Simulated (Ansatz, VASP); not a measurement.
MgH2: VASP beside Ansatz

File INCAR:

```
SYSTEM = MgH2
PREC = Accurate
ENCUT = 600
EDIFF = 1E-6
ISMEAR = 0
SIGMA = 0.15
LREAL = .FALSE.
LASPH = .TRUE.
NELM = 60
ALGO = Normal
ISIF = 3
LWAVE = .FALSE.
LCHARG = .FALSE.
GGA = PE
IVDW = 12
IBRION = 2
NSW = 100
EDIFFG = -0.01
```

The input KPOINTS:

```
regular mesh
0
G
  12 12 12
  0 0 0
```

POSCAR

```
MgH2
1.0
    0.0401548782      2.2842013667      2.3027313211
    2.4129630542      0.0024672589      2.3404189404
    2.3621136332      2.2710395651      0.0533166799
Mg H
1 2
Direct
   -0.0034799623     -0.0222821201     -0.0344142640
    0.7448616395      0.7739578623      0.7801820491
    0.2586183228      0.2483242579      0.2542322149
```

Input for Ansatz:

```yaml
crystal:
  lattice:
    - [0.0401548782, 2.2842013667, 2.3027313211]
    - [2.4129630542, 0.0024672589, 2.3404189404]
    - [2.3621136332, 2.2710395651, 0.0533166799]
  atoms:
    - { symbol: Mg, position: [-0.0034799623, -0.0222821201, -0.034414264] }
    - { symbol: H, position: [0.7448616395, 0.7739578623, 0.7801820491] }
    - { symbol: H, position: [0.2586183228, 0.2483242579, 0.2542322149] }
basis:
  ecutwfc: 420
kpoints:
  mp_grid: { grid: [12, 12, 12] }
hamiltonian:
  xc: pbe
  dispersion: d3bj
scf:
  occupations: { method: gaussian, width: 0.15 }
output:
  forces: true
  stress: true
  eigenvalues: true
relax:
  adjacent_minimum: "off"
  f_tol: 0.01
  max_steps: 80
  cell: { stress_tol: 0.1 }
```

Change from the starting cell: all atoms moved at random, sigma 0.1 Å a component, cell strained at random, sigma 0.03; relaxed back.

Alike in both runs: task relaxation of cell and atoms; functional PBE; dispersion D3(BJ); k mesh 12 × 12 × 12; occupations gaussian, width 0.15 eV; no spin polarisation.

|  | VASP | Ansatz |
| --- | --- | --- |
| version | VASP 6.6.1 | Ansatz 0.2.0 |
| potentials or method | VASP PAW PBE potentials, release 64 (Mg, H), cutoff 600 eV | scalar-relativistic, plane waves, PAW |
| valence electrons in the cell | 4 | 12 |

VASP gave:

- gap on the k mesh at the Fermi level, each at its own relaxed structure (eV): none
- relaxed volume (Å³/atom): 8.51
- relaxed length of the cell vector where the two differ most in proportion (Å): 3.306

Which values does Ansatz return?

gap on the k mesh at the Fermi level, each at its own relaxed structure (eV): none; relaxed volume (Å³/atom): 8.55; relaxed length of the cell vector where the two differ most in proportion (Å): 3.316.

A gap of «none» marks a metal or a gap that the smearing closes. VASP's potentials hold 4 valence electrons a cell and Ansatz's 12, so a difference there can come from the potentials and not from the codes.
